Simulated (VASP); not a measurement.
The system is PbS.

```
Pb S
1.0
     0.00000    3.00402    3.00402
     3.00402    0.00000    3.00402
     3.00402    3.00402    0.00000
Pb S
1 1
Cartesian
  0.0000 0.0000 0.0000
  3.0040 3.0040 3.0040
```

Base run:

```yaml
Program: VASP 6.6.1
Functional: PBE
Potentials_or_basis: VASP PAW PBE potentials, release 64 (Pb_d, S)
Cutoff: 520 eV
k_mesh: 8 × 8 × 8
Occupations: fermi-dirac, width 0.06 eV
Spin: no spin polarisation
```

Its results: band gap on the k mesh 0.50 eV, direct; pressure -0.1 GPa.

Q: The run is repeated on the same cell with these changes: functional from PBE to LDA; potentials or basis from VASP PAW PBE potentials, release 64 (Pb_d, S) to VASP PAW LDA potentials, release 64 (Pb_d, S). What comes out?

A: Band gap on the k mesh 0.34 eV, direct; pressure -4.4 GPa.

Caveats: spin-orbit coupling is left out, which moves the levels of the heavy elements.

A k mesh can miss the band edges.
